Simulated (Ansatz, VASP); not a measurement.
## Si4O in VASP and in Ansatz

```
Si O
1.0
     3.83334    0.00000    0.00000
     0.00000    3.83334    0.00000
     0.00000    0.00000   21.20348
Si O
4 1
Cartesian
  0.0000 1.9167 4.0000
  0.0000 0.0000 5.3553
  1.9167 0.0000 6.7680
  1.9167 1.9167 8.1035
  3.3542 3.8333 10.3035
```

Alike in both runs: task single point; functional PBE; dispersion D3(BJ); k mesh 7 × 7 × 1; occupations gaussian, width 0.05 eV; collinear spin.

|  | VASP | Ansatz |
| --- | --- | --- |
| version | VASP 6.6.1 | Ansatz 0.2.0 |
| potentials or method | VASP PAW PBE potentials, release 64 (Si, O), cutoff 520 eV | scalar-relativistic, plane waves, PAW |
| valence electrons in the cell | 22 | 22 |

```csv
,VASP,Ansatz,Ansatz less VASP
gap on the k mesh at the Fermi level (eV),none,none,-
rms of the force components (eV/Å),0.231,0.233,+0.0025
net moment per atom (μB),0.40,0.40,-0.001
size of the moment on the site where the two differ most (μB),1.36,1.71,+0.340
```

Site moments also hang on the region over which each program counts them. Atom by atom the forces differ by 0.003 eV/Å (rms over components). A gap of «none» marks a metal or a gap that the smearing closes.
